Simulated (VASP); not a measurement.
A run of VASP 6.6.1 is set up as follows.

Contents of INCAR:

```
SYSTEM = GaGe2O4
  ALGO = Normal
  EDIFF = 1E-6
  EDIFFG = -0.04
  ENCUT = 600
  GGA = PE
  IBRION = 2
  ISIF = 3
  ISMEAR = 0
  LASPH = .True.
  LCHARG = .False.
  LREAL = .False.
  LWAVE = .False.
  NELM = 100
  NSW = 90
  PREC = Accurate
  SIGMA = 0.1
```

File KPOINTS:

```
k-points
0
Gamma
  6 6 6
  0 0 0
```

The input POSCAR:

```
GaGe2O4
1.0
   -1.8250063405      1.8250063405      5.9520764975
    1.8250063405     -1.8250063405      5.9520764975
    1.8250063405      1.8250063405     -5.9520764975
Ga Ge O
1 2 4
Direct
    0.0000000000      0.0000000000      0.0000000000
    0.3537700000      0.3537700000      0.0000000000
    0.6462300000      0.6462300000      0.0000000000
    0.5000000000      0.0000000000      0.5000000000
    0.0000000000      0.5000000000      0.5000000000
    0.1533100000      0.1533100000      0.0000000000
    0.8466900000      0.8466900000      0.0000000000
```

Potentials or basis: VASP PAW PBE potentials, release 64 (Ga_d, Ge_d, O).

Command:

```console
$ cat potpaw_PBE.64/Ga_d/POTCAR potpaw_PBE.64/Ge_d/POTCAR potpaw_PBE.64/O/POTCAR > POTCAR
$ mpirun -np 1 vasp_std > vasp.out
```

Q: Predict the relaxed cell.

A: a = 6.041 Å, b = 6.041 Å, c = 6.041 Å, α = 141.48°, β = 141.48°, γ = 55.61°.

Q: Estimate the space group after relaxing (to 0.05 Å).

A: I4/mmm (No. 139).

Q: What does it give for the relaxed volume?

A: 12.12 Å³/atom.

Final structure:
```
Ga Ge O
1.0
    -1.99265    1.99265    5.34382
     1.99265   -1.99265    5.34382
     1.99265    1.99265   -5.34382
Ga Ge O
1 2 4
Direct
  0.00000 0.00000 0.00000
  0.35505 0.35505 0.00000
  0.64495 0.64495 0.00000
  0.50000 0.00000 0.50000
  0.00000 0.50000 0.50000
  0.18552 0.18552 0.00000
  0.81448 0.81448 0.00000
```

Caveat: the k points lie up to 0.37 Å⁻¹ apart in the final cell; an odd number of electrons without spin polarisation forces a metal; a magnetic or distorted state may lie lower.
